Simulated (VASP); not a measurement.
CdS (Greenockite):

```
Cd S
1.0
     4.16462    0.00000    0.00000
    -2.08231    3.60667    0.00000
     0.00000    0.00000    6.76598
Cd S
2 2
Direct
  0.33333 0.66667 0.99903
  0.66667 0.33333 0.49903
  0.33333 0.66667 0.37597
  0.66667 0.33333 0.87597
```

Base run:

```yaml
Program: VASP 6.6.1
Functional: r2SCAN
Potentials_or_basis: VASP PAW PBE potentials, release 64 (Cd, S)
Cutoff: 520 eV
k_mesh: 12 × 12 × 4
Occupations: gaussian, width 0.01 eV
Spin: no spin polarisation
```

Its results: band gap on the k mesh 1.63 eV, direct; pressure 0.3 GPa.

Task: The run is repeated on the same cell with these changes: functional from r2SCAN to PBE; k mesh from 12 × 12 × 4 to 6 × 6 × 2. What comes out?

Result: Band gap on the k mesh 1.18 eV, direct; pressure 1.7 GPa.

Several settings changed at once, so the effect can't be laid on one alone.

Caveats: some runs use coarse meshes; the PAW data sets were made with another functional, which shifts forces and pressure a little (some runs).

A k mesh can miss the band edges.
